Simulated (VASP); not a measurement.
# TiSi2 (Fddd) in VASP: further runs

The runs below take TiSi2 through single point, relaxation of cell and atoms, with PBE.

All numbers are computed with VASP 6.6.1; they aren't measurements. Logs are shortened: lines on timing, memory, paths and dates and some standing lists are left out, and cuts for length are marked.

**1. The cell of the first run**

The structure is orthorhombic, space group Fddd (No. 70). The conventional cell has a = 4.808 Å, b = 8.270 Å, c = 8.559 Å, α = 90.00°, β = 90.00°, γ = 90.00°. Within 3.4 Å of Ti (site symmetry 222) lie 10 Si at 2.56 to 2.79 Å and 4 Ti at 3.21 Å. Si (site symmetry 2) has 9 Si at 2.53 to 3.21 Å and 5 Ti at 2.56 to 2.79 Å within 3.3 Å.

**2. Single point, PBE**

INCAR reads:

```
SYSTEM = TiSi2
PREC     = Accurate       ! precision mode
ENCUT    = 520            ! plane-wave cutoff, eV
EDIFF    = 1E-7           ! SCF threshold, eV
ISMEAR   = 0              ! smearing method
SIGMA    = 0.1            ! smearing width, eV
LREAL    = .False.        ! projectors in reciprocal space
LASPH    = .True.         ! aspherical terms in the spheres
NELM     = 100            ! most SCF steps
ALGO     = Normal         ! electronic algorithm
ISIF     = 2              ! what is computed and relaxed
LWAVE    = .False.        ! write WAVECAR
LCHARG   = .False.        ! write CHGCAR
GGA      = PE             ! functional
NBANDS   = 29             ! bands
```

KPOINTS reads:

```
regular mesh
0
Gamma
  10 10 10
  0 0 0
```

POSCAR reads:

```
TiSi2
1.0
    0.0000000000      4.1351811252      4.2795976039
    2.4038689107      0.0000000000      4.2795976039
    2.4038689107      4.1351811252      0.0000000000
Ti Si
2 4
Direct
    0.7500000000      0.7500000000      0.7500000000
    0.5000000000      0.5000000000      0.5000000000
    0.0868244587      0.4131755413      0.0868244587
    0.4131755413      0.0868244587      0.4131755413
    0.1631755413      0.8368244587      0.1631755413
    0.8368244587      0.1631755413      0.8368244587
```

Potentials or basis: VASP PAW PBE potentials, release 64 (Ti_sv, Si).

The run is started by

```
cat potpaw_PBE.64/Ti_sv/POTCAR potpaw_PBE.64/Si/POTCAR > POTCAR
mpirun -np 1 vasp_std > vasp.out
```

OUTCAR:

```text
SYSTEM = TiSi2
   PREC = Accurate
   ENCUT = 520
   EDIFF = 1E-7
   ISMEAR = 0
   LREAL = .False.
   LASPH = .True.
   NELM = 100
   ISIF = 2
   GGA = PE

 ion  position               nearest neighbor table
   1  0.750  0.750  0.750-   6 2.56   5 2.56   6 2.56   5 2.56   4 2.76   4 2.76   3 2.76   3 2.76
                             3 2.79   4 2.79
   2  0.500  0.500  0.500-   3 2.56   4 2.56   3 2.56   4 2.56   5 2.76   5 2.76   6 2.76   6 2.76
                             5 2.79   6 2.79
   3  0.087  0.413  0.087-   5 2.53   5 2.53   2 2.56   2 2.56   4 2.70   1 2.76   1 2.76   1 2.79
                             4 2.80   4 2.80
   4  0.413  0.087  0.413-   6 2.53   6 2.53   2 2.56   2 2.56   3 2.70   1 2.76   1 2.76   1 2.79
                             3 2.80   3 2.80
   5  0.163  0.837  0.163-   3 2.53   3 2.53   1 2.56   1 2.56   6 2.70   2 2.76   2 2.76   2 2.79
                             6 2.80   6 2.80
   6  0.837  0.163  0.837-   4 2.53   4 2.53   1 2.56   1 2.56   5 2.70   2 2.76   2 2.76   2 2.79
                             5 2.80   5 2.80

  LATTYP: Found a face centered orthorhombic cell.
 ALAT       =     4.8077378214
 B/A-ratio  =     1.7202190630
 C/A-ratio  =     1.7802957494

  Lattice vectors:

 A1 = (   0.0000000000,   4.1351811252,   4.2795976039)
 A2 = (   2.4038689107,   0.0000000000,   4.2795976039)
 A3 = (   2.4038689107,   4.1351811252,   0.0000000000)

Analysis of symmetry for initial positions (statically):
=====================================================================
 Subroutine PRICEL returns:
 Original cell was already a primitive cell.

 Routine SETGRP: Setting up the symmetry group for a
 face centered orthorhombic supercell.

 Subroutine GETGRP returns: Found  8 space group operations
 (whereof  4 operations were pure point group operations)
 out of a pool of  8 trial point group operations.

The static configuration has the point symmetry D_2 .
 The point group associated with its full space group is D_2h.

Analysis of symmetry for dynamics (positions and initial velocities):
=====================================================================
 Subroutine PRICEL returns:
 Original cell was already a primitive cell.

 Routine SETGRP: Setting up the symmetry group for a
 face centered orthorhombic supercell.

 Subroutine GETGRP returns: Found  8 space group operations
 (whereof  4 operations were pure point group operations)
 out of a pool of  8 trial point group operations.

The dynamic configuration has the point symmetry D_2 .
 The point group associated with its full space group is D_2h.

 Subroutine INISYM returns: Found  8 space group operations
 (whereof  4 operations are pure point group operations),
 and found     1 'primitive' translations

----------------------------------------------------------------------------------------

                                     Primitive cell

  volume of cell :      85.0821

  direct lattice vectors                    reciprocal lattice vectors
     0.000000000  4.135181125  4.279597604    -0.207998031  0.120913688  0.116833414
     2.403868911  0.000000000  4.279597604     0.207998031 -0.120913688  0.116833414
     2.403868911  4.135181125  0.000000000     0.207998031  0.120913688 -0.116833414

  length of vectors
     5.951023323  4.908517229  4.783127500     0.267457188  0.267457188  0.267457188

  position of ions in fractional coordinates (direct lattice)
     0.750000000  0.750000000  0.750000000
     0.500000000  0.500000000  0.500000000
     0.086824459  0.413175541  0.086824459
     0.413175541  0.086824459  0.413175541
     0.163175541  0.836824459  0.163175541
     0.836824459  0.163175541  0.836824459

  ion indices of the primitive-cell ions
   primitive index   ion index
                 1           1
                 2           2
                 3           3
                 4           4
                 5           5
                 6           6

----------------------------------------------------------------------------------------

 KPOINTS: regular mesh

Automatic generation of k-mesh.
 Grid dimensions read from file:
 generate k-points for:   10   10   10

 Generating k-lattice:

  Cartesian coordinates                     Fractional coordinates (reciprocal lattice)
    -0.020799803  0.012091369  0.011683341     0.100000000 -0.000000000 -0.000000000
     0.020799803 -0.012091369  0.011683341     0.000000000  0.100000000  0.000000000
     0.020799803  0.012091369 -0.011683341     0.000000000  0.000000000  0.100000000

  Length of vectors
     0.026745719  0.026745719  0.026745719

  Shift w.r.t. Gamma in fractional coordinates (k-lattice)
     0.000000000  0.000000000  0.000000000

 Subroutine IBZKPT returns following result:
 ===========================================

 Found    171 irreducible k-points:

 Following reciprocal coordinates:
            Coordinates               Weight
  0.000000  0.000000  0.000000      1.000000
  0.100000 -0.000000  0.000000      8.000000
  0.200000 -0.000000  0.000000      8.000000
  0.300000 -0.000000 -0.000000      8.000000
  0.400000 -0.000000 -0.000000      8.000000
  0.500000 -0.000000  0.000000      4.000000
[... 16 lines left out ...]
  0.300000  0.300000  0.000000      2.000000
  0.400000  0.300000  0.000000      8.000000
 [... further k-points ...]
   k-points           NKPTS =    171   k-points in BZ     NKDIM =    171   number of bands    NBANDS=     29
   number of dos      NEDOS =    301   number of ions     NIONS =      6
   total plane-waves  NPLWV =  69120
   dimension x,y,z NGX =    48 NGY =   40 NGZ =   36
   dimension x,y,z NGXF=    96 NGYF=   80 NGZF=   72
   ions per type =               2   4
   NGX,Y,Z   is equivalent  to a cutoff of  13.41, 13.55, 12.51 a.u.
   NGXF,Y,Z  is equivalent  to a cutoff of  26.82, 27.10, 25.02 a.u.
 SYSTEM =  TiSi2
   PREC   = accura    normal or accurate (medium, high low for compatibility)
   ISTART =      0    job   : 0-new  1-cont  2-samecut
   ICHARG =      2    charge: 1-file 2-atom 10-const
   ISPIN  =      1    spin polarized calculation?
   LNONCOLLINEAR =      F non collinear calculations
   LSORBIT =      F    spin-orbit coupling
   LASPH  =      T    aspherical Exc in radial PAW
   ENCUT  =  520.0 eV  38.22 Ry    6.18 a.u.  11.06  9.13  8.89*2*pi/ulx,y,z
   NELM   =    100;   NELMIN=  2; NELMDL= -5     # of ELM steps
   EDIFF  = 0.1E-06   stopping-criterion for ELM
   LREAL  =      F    real-space projection
   EDIFFG = 0.1E-05   stopping-criterion for IOM
   NSW    =      0    number of steps for IOM
   IBRION =     -1    ionic relax: 0-MD 1-quasi-New 2-CG
   NFREE  =      0    steps in history (QN), initial steepest desc. (CG)
   ISIF   =      2    stress and relaxation
   ISYM   =      2    0-nonsym 1-usesym 2-fastsym
   POTIM  = 0.5000    time-step for ionic-motion
   TEBEG  =    0.0;   TEEND  =   0.0 temperature during run
   PSTRESS=    0.0 pullay stress
   NELECT =      40.0000    total number of electrons
   NUPDOWN=      -1.0000    fix difference up-down
   EMIN   =  10.00;   EMAX   =-10.00  energy-range for DOS
   EFERMI =   0.00;   METHOD = LEGACY
   ISMEAR =     0;   SIGMA  =   0.10  broadening in eV -4-tet -1-fermi 0-gaus
   EFERMI_NEDOS =   21; number of points for ismear=-14 and -15
   IALGO  =     38    algorithm
   IMIX   =      4    mixing-type and parameters
     AMIX     =   0.40;   BMIX     =  1.00
     AMIX_MAG =   1.60;   BMIX_MAG =  1.00
  volume/ion in A,a.u.               =      14.18        95.69
  Fermi-wavevector in a.u.,A,eV,Ry     =   1.272962  2.405549 22.047316  1.620432
  Thomas-Fermi vector in A             =   2.405812
   LORBIT       =      0    0 simple, 1 ext, 2 COOP (PROOUT), +10 PAW based schemes
   GGA     = PE    functional components
   LHFCALC =     F    Hartree Fock is set to
   AEXX    =    0.0000 exact exchange contribution
   IVDW    =     0    specifies the selected vdW correction
   LEPSILON=     F    determine dielectric tensor
   LRPA    =     F    only Hartree local field effects (RPA)
 non-spin polarized calculation
 Gauss-broadening in eV      SIGMA  =   0.10
  energy-cutoff  :      520.00
  volume of cell :       85.08
 maximum number of plane-waves:      2310
 NGX is ok and might be reduce to    48
   NGX = 23   NGY = 19   NGZ = 17

 number of electron      39.9999997 magnetization

 Free energy of the ion-electron system (eV)
  ---------------------------------------------------
  ext. energy  EPLUGINS =         0.00000000
  ---------------------------------------------------
  free energy    TOTEN  =       -40.70968684 eV

  energy without entropy =      -40.69865784  energy(sigma->0) =      -40.70417234

 E-fermi :  10.0158     XC(G=0): -11.6738

 val. band max:       10.0119162471   @ k =  -0.4000   0.4000   0.2000
 cond. band min:      10.0218598173   @ k =  -0.1000   0.3000   0.4000
 fundamental gap:      0.0099435702
 Fermi energy:        10.0157913584

 k-point     1 :       0.0000    0.0000    0.0000
  band No.  band energies     occupation
      1     -46.2931      2.00000
      2     -46.2663      2.00000
      3     -22.6632      2.00000
      4     -22.6581      2.00000
      5     -22.5797      2.00000
      6     -22.5653      2.00000
[... 21 lines left out ...]
     28      13.6929      0.00000
     29      13.7677      0.00000

 k-point     2 :       0.1000   -0.0000    0.0000
  band No.  band energies     occupation
      1     -46.2926      2.00000
      2     -46.2668      2.00000
      3     -22.6631      2.00000
      4     -22.6574      2.00000
      5     -22.5822      2.00000
      6     -22.5653      2.00000
[... 21 lines left out ...]
     28      13.6628      0.00000
     29      13.8156      0.00000

 k-point     3 :       0.2000   -0.0000    0.0000
  band No.  band energies     occupation
      1     -46.2912      2.00000
      2     -46.2681      2.00000
      3     -22.6648      2.00000
      4     -22.6535      2.00000
      5     -22.5896      2.00000
      6     -22.5650      2.00000
[... 638 lines left out ...]
      5     -22.6083      2.00000
      6     -22.5710      2.00000
[... 21 lines left out ...]
     28      13.9809      0.00000
     29      14.0771      0.00000

 k-point    24 :       0.4000    0.3000    0.0000
  band No.  band energies     occupation
      1     -46.2855      2.00000
      2     -46.2737      2.00000
      3     -22.6503      2.00000
      4     -22.6302      2.00000
      5     -22.6171      2.00000
      6     -22.5779      2.00000
[... 21 lines left out ...]
     28      13.9876      0.00000
     29      14.1142      0.00000

 [... further k-points ...]

------------------------ aborting loop because EDIFF is reached ----------------------------------------

  FORCE on cell =-STRESS in cart. coord.  units (eV):
  Direction    XX          YY          ZZ          XY          YZ          ZX
  --------------------------------------------------------------------------------------
  -------------------------------------------------------------------------------------
  Total       -0.0223775     -0.0168875     -0.0254325      0.0000000      0.0000000      0.0000000
  in kB       -0.4213904     -0.3180072     -0.4789190      0.0000000      0.0000000      0.0000000
  external PRESSURE =      -0.4061056 kB  Pullay stress =       0.0000000 kB

 VOLUME and BASIS-vectors are now :
 -----------------------------------------------------------------------------
  energy-cutoff  :      520.00
  volume of cell :       85.08
      direct lattice vectors                 reciprocal lattice vectors
     0.000000000  4.135181125  4.279597604    -0.207998031  0.120913688  0.116833414
     2.403868911  0.000000000  4.279597604     0.207998031 -0.120913688  0.116833414
     2.403868911  4.135181125  0.000000000     0.207998031  0.120913688 -0.116833414

 POSITION                                       TOTAL-FORCE (eV/Angst)
 -----------------------------------------------------------------------------------
      3.60580      6.20277      6.41940        -0.000000      0.000000     -0.000000
      2.40387      4.13518      4.27960         0.000000      0.000000      0.000000
      1.20193      0.71807      2.13980         0.000000      0.001607      0.000000
      1.20193      3.41711      2.13980         0.000000     -0.001607      0.000000
      2.40387      1.34952      4.27960        -0.000000     -0.001607     -0.000000
      2.40387      6.92084      4.27960        -0.000000      0.001607     -0.000000
 -----------------------------------------------------------------------------------
    total drift:                               -0.000000     -0.000000     -0.000000

  FREE ENERGIE OF THE ION-ELECTRON SYSTEM (eV)
  ---------------------------------------------------
  free  energy   TOTEN  =       -40.7096868373 eV

  energy  without entropy=      -40.6986578436  energy(sigma->0) =      -40.70417234
```

It took 4.1 min on 1 thread of Intel Xeon 6975P-C (Granite Rapids), shared host; peak memory 0.49 GiB.

What came out:

```
Free energy            : -40.7097 eV
Pressure               : 0.0 GPa
Band gap on the k mesh : zero (bands 20 and 21 overlap by 1.82 eV)
```

**3. Relaxation of cell and atoms, PBE, target pressure 15 GPa, at which the enthalpy is minimised**

This run uses another cell than the first one, of 12.95 Å³/atom.

INCAR reads:

```
PREC     = Accurate       # precision mode
ENCUT    = 600            # plane-wave cutoff, eV
EDIFF    = 1E-6           # SCF threshold, eV
ISMEAR   = 0              # smearing method
SIGMA    = 0.1            # smearing width, eV
LREAL    = False          # projectors in reciprocal space
LASPH    = True           # aspherical terms in the spheres
NELM     = 100            # most SCF steps
ALGO     = Normal         # electronic algorithm
ISIF     = 3              # what is computed and relaxed
LWAVE    = False          # write WAVECAR
LCHARG   = False          # write CHGCAR
GGA      = PE             # functional
IBRION   = 2              # ionic algorithm
NSW      = 70             # ionic steps
EDIFFG   = -0.008         # ionic threshold
PSTRESS  = 150.0
```

KPOINTS reads:

```
Automatic mesh
0
Gamma
  10 10 10
```

POSCAR reads:

```
TiSi2
1.0
    0.0000000000      3.9992542725      4.1680638234
    2.3304405442      0.0000000000      4.1680638234
    2.3304405442      3.9992542725      0.0000000000
Ti Si
2 4
Direct
    0.7500000000      0.7500000000      0.7500000000
    0.5000000000      0.5000000000      0.5000000000
    0.0865636328      0.4134363672      0.0865636328
    0.4134363672      0.0865636328      0.4134363672
    0.1634363672      0.8365636328      0.1634363672
    0.8365636328      0.1634363672      0.8365636328
```

Potentials or basis: VASP PAW PBE potentials, release 64 (Ti_sv, Si).

The run is started by

```
cat potpaw_PBE.64/Ti_sv/POTCAR potpaw_PBE.64/Si/POTCAR > POTCAR
mpirun -np 1 vasp_std > vasp.out
```

It took 55 min on 1 thread of Intel Xeon 8259CL, shared host; peak memory 0.51 GiB.

It converged, with:

```yaml
Free_energy: -40.3959 eV
Relaxed_volume: 12.97 Å³/atom
Relaxed_cell: a = 5.781 Å, b = 4.787 Å, c = 4.623 Å, α = 75.79°, β = 53.39°, γ = 50.83°
Space_group_after_relaxing_to_0.1_Å: Fddd (No. 70)
Energy_change_on_relaxing_the_run_minimises_the_enthalpy: -2.5 meV/atom
Ionic_steps: 10
Pressure_after_relaxing: 15.0 GPa
Largest_force_after_relaxing: 0.005 eV/Å
Band_gap_on_the_k_mesh: zero (bands 20 and 21 overlap by 2.01 eV)
```

Forces on the atoms (eV/Å):
```
Ti   0.000  0.000  0.000
Ti   0.000  0.000  0.000
Si   0.000 -0.005  0.000
Si   0.000  0.005  0.000
Si   0.000  0.005  0.000
Si   0.000 -0.005  0.000
```

Step by step:
```
step  energy change (eV)  largest force (eV/Å)  pressure (GPa)  volume (Å³)
   1              0.0000                0.0221           15.53        77.69
   2             -0.0442                0.0009           14.00        78.17
   3             -0.0225                0.0122           14.83        77.92
   4             -0.0229                0.0119           14.81        77.92
   5             -0.0103                0.0068           15.10        77.79
   6             -0.0147                0.0086           15.04        77.83
   7             -0.0158                0.0090           14.98        77.84
   8             -0.0154                0.0089           14.98        77.84
   9             -0.0151                0.0089           15.01        77.84
  10             -0.0149                0.0054           15.01        77.84
```

Final structure:
```
CELL_PARAMETERS angstrom
0.00000 3.99271 4.18122
2.33117 0.00000 4.18122
2.33117 3.99271 0.00000
ATOMIC_POSITIONS crystal
Ti 0.75000 0.75000 0.75000
Ti 0.50000 0.50000 0.50000
Si 0.08641 0.41359 0.08641
Si 0.41359 0.08641 0.41359
Si 0.16359 0.83641 0.16359
Si 0.83641 0.16359 0.83641
```

Levels at points of the mesh, in eV from the Fermi level:
| k point | band 17 | band 18 | band 19 | band 20 | band 21 | band 22 | band 23 | band 24 |
| --- | --- | --- | --- | --- | --- | --- | --- | --- |
| (0.00, 0.00, 0.00) | -2.44 | -2.03 | -1.78 | -1.38 | -1.00 | 2.24 | 3.42 | 3.64 |
| (0.50, 0.00, 0.00) | -2.09 | -1.14 | -0.06 | 0.15 | 1.12 | 1.50 | 1.84 | 2.47 |
| (0.50, 0.50, 0.00) | -1.56 | -1.56 | -1.07 | -1.07 | 0.75 | 0.75 | 3.53 | 3.53 |
| (0.50, 0.00, 0.50) | -2.45 | -2.45 | -0.90 | -0.90 | 1.41 | 1.41 | 3.68 | 3.68 |
| (0.00, 0.50, 0.50) | -1.20 | -1.20 | -0.65 | -0.65 | 0.89 | 0.89 | 2.54 | 2.54 |

Caveat: the cell is relaxed towards a set pressure, so the run minimises the enthalpy, not the energy.
